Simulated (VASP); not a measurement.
Runs of VASP 6.6.1 on ZnSnN. The structure is that of space group P4/mmm (No. 123), or close to it. The cells are those of the table. The cell was generated, and may not be a known phase.

```tsv
task	cell	k mesh	cutoff (eV)	gap on the mesh (eV)	pressure (GPa)	relaxed volume (Å³/atom)
single point	a = 4.080, b = 4.080, c = 3.610 Å, 3 atoms	4 × 4 × 4	520	none	0.5	-
single point	a = 4.133, b = 4.133, c = 3.576 Å, 3 atoms	12 × 12 × 14	520	none	0.4	-
single point	a = 3.805, b = 3.805, c = 3.964 Å, 3 atoms	4 × 4 × 4	520	none	(b)	-
relaxation of cell and atoms	relaxed from a = 3.805, b = 3.805, c = 3.964 Å, 3 atoms	4 × 4 × 4	600	none	0.1	20.14
single point	a = 4.116, b = 4.116, c = 3.579 Å, 3 atoms	4 × 4 × 6	520	none	0.4	-
relaxation of cell and atoms	relaxed from a = 4.116, b = 4.116, c = 3.579 Å, 3 atoms	12 × 12 × 14	600	none	0.0	(a)
relaxation of cell and atoms	relaxed from a = 4.080, b = 4.080, c = 3.610 Å, 3 atoms	4 × 4 × 6	600	none	0.0	20.19
```

Alike in all rows: level PBE; potentials or basis VASP PAW PBE potentials, release 64 (Zn, Sn_d, N); no spin polarisation; smearing gaussian 0.1 eV.

Fill in the values left out.

(a) 20.32; (b) -1.0.

Caveats: some runs use coarse meshes; spin-orbit coupling is left out, which moves the levels of the heavy elements.

A k mesh can miss the band edges, and the runs leave out spin-orbit coupling on Sn.

A gap of «none» marks levels without a gap at the run's occupations.
